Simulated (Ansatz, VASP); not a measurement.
# One calculation of C, two programs

INCAR

```
SYSTEM = C
ALGO = Normal ; EDIFF = 1E-7
ENCUT = 520 ; GGA = PS
ISIF = 2 ; ISMEAR = 0
LASPH = .TRUE. ; LCHARG = .FALSE.
LREAL = .FALSE. ; LWAVE = .FALSE.
NBANDS = 16 ; NELM = 100
PREC = Accurate ; SIGMA = 0.1
```

File KPOINTS:

```
k-points
0
G
  24 24 8
  0 0 0
```

File POSCAR:

```
C
1.0
    2.4588789919      0.0000000000      0.0000000000
   -1.2294394960      2.1294516718      0.0000000000
    0.0000000000      0.0000000000      6.9781891999
C
4
Direct
    0.0000000000      0.0000000000      0.2500000000
    0.0000000000      0.0000000000      0.7500000000
    0.3333333333      0.6666666667      0.2500000000
    0.6666666667      0.3333333333      0.7500000000
```

Input for Ansatz:

```yaml
crystal:
  lattice:
    - [2.4588789919, 0.0, 0.0]
    - [-1.229439496, 2.1294516718, 0.0]
    - [0.0, 0.0, 6.9781891999]
  atoms:
    - { symbol: C, position: [0.0, 0.0, 0.25] }
    - { symbol: C, position: [0.0, 0.0, 0.75] }
    - { symbol: C, position: [0.3333333333, 0.6666666667, 0.25] }
    - { symbol: C, position: [0.6666666667, 0.3333333333, 0.75] }
basis:
  ecutwfc: 420
kpoints:
  mp_grid: { grid: [24, 24, 8] }
hamiltonian:
  xc: pbesol
scf:
  occupations: { method: gaussian, width: 0.1 }
output:
  forces: true
  stress: true
  eigenvalues: true
```

Change from the starting cell: strain along c alone, the other axes held, atoms relaxed: -4.5 %.

Alike in both runs: task single point; functional PBEsol; k mesh 24 × 24 × 8; occupations gaussian, width 0.1 eV; no spin polarisation.

|  | VASP | Ansatz |
| --- | --- | --- |
| version | VASP 6.6.1 | Ansatz 0.2.0 |
| potentials or method | VASP PAW PBE potentials, release 64 (C), cutoff 520 eV | scalar-relativistic, plane waves, PAW |
| valence electrons in the cell | 16 | 16 |

|  | VASP | Ansatz | Ansatz less VASP |
| --- | --- | --- | --- |
| gap on the k mesh at the Fermi level (eV) | none | none | - |
| pressure (GPa) | 0.8 | 0.1 | -0.65 |
| traceless stress, the component that is largest in VASP (GPa) | -0.35 | 0.37 | +0.726 |

VASP's potentials were made for PBE, not for PBEsol. A gap of «none» marks a metal or a gap that the smearing closes. With one functional, cell and mesh, what is left measures potentials, basis and numerics.
